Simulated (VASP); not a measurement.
Here is a VASP 6.6.1 calculation.

The input INCAR:

```
SYSTEM = Mg
PREC     = Accurate       ! precision mode
ENCUT    = 520            ! plane-wave cutoff, eV
EDIFF    = 1E-6           ! SCF threshold, eV
ISMEAR   = 0              ! smearing method
SIGMA    = 0.1            ! smearing width, eV
LREAL    = .FALSE.        ! projectors in reciprocal space
LASPH    = .TRUE.         ! aspherical terms in the spheres
NELM     = 60             ! most SCF steps
ALGO     = Fast           ! electronic algorithm
ISIF     = 2              ! what is computed and relaxed
LWAVE    = .FALSE.        ! write WAVECAR
LCHARG   = .TRUE.         ! write CHGCAR
GGA      = PE             ! functional
LELF     = .TRUE.         ! ELF
LVHAR    = .TRUE.       
NBANDS   = 7              ! bands
```

KPOINTS

```
regular mesh
0
G
  22 22 22
  0 0 0
```

POSCAR

```
Mg
1.0
    0.0000000000      2.2794826748      2.2789041688
    2.2253769605      0.0000000000      2.2789041688
    2.2253769605      2.2794826748      0.0000000000
Mg
1
Direct
    0.0000000000      0.0000000000      0.0000000000
```

Potentials or basis: VASP PAW PBE potentials, release 64 (Mg).

Launch:

```bash
$ cat potpaw_PBE.64/Mg/POTCAR > POTCAR
$ mpirun -np 1 vasp_std > vasp.out
```

(1) Predict the band gap on the k mesh.

(2) Estimate the pressure.

Results:

(1) zero (bands 1 and 2 overlap by 2.62 eV).

(2) -0.1 GPa.
